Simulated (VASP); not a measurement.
A run of VASP 6.6.1 is set up as follows.

Contents of INCAR:

```
SYSTEM = GaN
ALGO = Normal
EDIFF = 1E-6
ENCUT = 520
GGA = PE
ISIF = 2
ISMEAR = 0
LASPH = .TRUE.
LCHARG = .FALSE.
LREAL = .FALSE.
LWAVE = .FALSE.
NBANDS = 16
NELM = 100
PREC = Accurate
SIGMA = 0.05
```

The input KPOINTS:

```
k-points
0
G
  14 14 14
  0 0 0
```

POSCAR

```
GaN
1.0
   -0.0854094000      2.2199824772      2.2199824772
    2.1345730772      0.0000000000      2.1345730772
    2.1345730772      2.1345730772      0.0000000000
Ga N
1 1
Direct
    0.0000000000      0.0000000000      0.0000000000
    0.5000000000      0.5000000000      0.5000000000
```

Potentials or basis: VASP PAW PBE potentials, release 64 (Ga_d, N).

Launch:

```bash
$ cat potpaw_PBE.64/Ga_d/POTCAR potpaw_PBE.64/N/POTCAR > POTCAR
$ mpirun -np 1 vasp_std > vasp.out
```

(1) Predict the pressure.

(2) Estimate the band gap on the k mesh.

## Answers

(1) -9.7 GPa.

(2) zero (band 9 reaches 7.03 eV, above the bottom of band 10 at 6.86 eV).

Caveat: the cell differs from its parent crystal (strained).
